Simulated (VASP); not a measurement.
Set up this calculation in VASP 6.6.1, as the native input.

| Property | Result |
| --- | --- |
| Task | single point |
| Functional | PBE |
| Potentials or basis | VASP PAW PBE potentials, release 64 (Sn_d, O) |
| Cutoff | 520 eV |
| k mesh | 12 × 12 × 12 |
| Occupations | gaussian, width 0.02 eV |
| Spin | no spin polarisation |
| Dipole correction | no |
| Further INCAR settings | ALGO = Normal; EDIFF = 1e-06; NBANDS = 20 |

The structure of SnO2 lies in POSCAR:

```
SnO2
1.0
    1.6102689424      0.9296892074      4.7083251945
   -1.6102689424      0.9296892074      4.7083251945
    0.0000000000     -1.8593784148      4.7083251945
Sn O
1 2
Direct
    0.5000000000      0.5000000000      0.5000000000
    0.2320675263      0.2320675263      0.2320675263
    0.7679324737      0.7679324737      0.7679324737
```

This cell differs from its parent crystal: strained and its atoms moved.

The input as run:

INCAR

```
SYSTEM = SnO2
  PREC = Accurate
  ENCUT = 520
  EDIFF = 1E-6
  ISMEAR = 0
  SIGMA = 0.02
  LREAL = .False.
  LASPH = .True.
  NELM = 100
  ALGO = Normal
  ISIF = 2
  LWAVE = .False.
  LCHARG = .False.
  GGA = PE
  NBANDS = 20
```

KPOINTS

```
regular mesh
0
Gamma
  12 12 12
  0 0 0
```

Potentials or basis: VASP PAW PBE potentials, release 64 (Sn_d, O).

Launch:

```bash
$ cat potpaw_PBE.64/Sn_d/POTCAR potpaw_PBE.64/O/POTCAR > POTCAR
$ mpirun -np 1 vasp_std > vasp.out
```

Results of the run:

| Item | Value |
| --- | --- |
| Pressure | 9.8 GPa |
| Largest force | 1.300 eV/Å |
| Band gap on the k mesh | 2.17 eV (least direct gap 2.49 eV) |

Caveat: the cell differs from its parent crystal (strained and its atoms moved); the cell stands under pressure; spin-orbit coupling is left out, which moves the levels of the heavy elements; forces of over 1 eV/Å act on the atoms, so gaps and moduli don't describe the material at rest.

Run time: 3.7 min on 1 thread of Intel(R) Xeon(R) 6975P-C (Granite Rapids) (shared host), peak memory 0.34 GiB.
